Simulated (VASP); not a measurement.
Crystal: Bi3O.

```
Bi O
1.0
     5.82846    0.00000    0.00000
     0.00000    5.82846    0.00000
     0.00000    0.00000    6.59493
Bi O
6 2
Direct
  0.50000 0.00000 0.35342
  0.00000 0.50000 0.64658
  0.00000 0.00000 0.00000
  0.50000 0.50000 0.00000
  0.50000 0.00000 0.97396
  0.00000 0.50000 0.02604
  0.00000 0.00000 0.50000
  0.50000 0.50000 0.50000
```

The cell was generated, and may not be a known phase.

| Item | Value |
| --- | --- |
| Program | VASP 6.6.1 |
| Task | relaxation of cell and atoms |
| Functional | PBE |
| Potentials or basis | VASP PAW PBE potentials, release 64 (Bi_d, O) |
| Cutoff | 600 eV |
| k mesh | 3 × 3 × 3 |
| Occupations | gaussian, width 0.2 eV |
| Spin | no spin polarisation |

At the start: pressure 11.6 GPa; volume 28.00 Å³/atom.

Problem. How do energy, volume and symmetry change on relaxing?

Solution. Over 16 steps the energy falls by 600.7 meV/atom and the volume is 27.70 Å³/atom (-1.1 %); space group P4/nmm (No. 129, to 0.1 Å) before and after.

The path:
```csv
step,energy change (eV),largest force (eV/Å),pressure (GPa),volume (Å³)
1,0.0000,8.3175,11.64,224.04
2,-1.8287,0.4218,-7.03,296.11
3,-3.1436,0.8960,-2.59,256.61
4,-3.1541,0.9829,-2.29,255.17
5,-3.1594,1.1549,-1.73,252.68
6,-3.6556,1.2507,-1.58,243.69
7,-4.5465,1.1792,2.38,216.25
8,-4.5538,1.3859,1.10,220.80
9,-4.5640,1.2926,1.77,218.28
10,-4.6850,0.3755,1.04,219.50
11,-4.7052,0.2196,1.10,219.17
12,-4.7896,0.2482,-0.45,223.86
13,-4.7903,0.2526,-0.59,224.37
14,-4.8019,0.1844,-0.07,222.16
15,-4.8032,0.1532,0.18,221.16
16,-4.8059,0.0730,0.07,221.56
```

Final structure:
```xyz
8
Lattice="6.0054 0.0000 0.0000 0.0000 6.0054 0.0000 0.0000 0.0000 6.1435" Properties=species:S:1:pos:R:3 pbc="T T T"
Bi    3.0027    0.0000    2.6701
Bi    0.0000    3.0027    3.4734
Bi    0.0000    0.0000    0.0000
Bi    3.0027    3.0027    0.0000
Bi    3.0027    0.0000    5.6561
Bi    6.0054    3.0027    0.4874
O     0.0000    0.0000    3.0718
O     3.0027    3.0027    3.0718
```

Caveat: the relaxation stopped at a loose force limit of 0.08 eV/Å, so its end isn't a converged minimum.
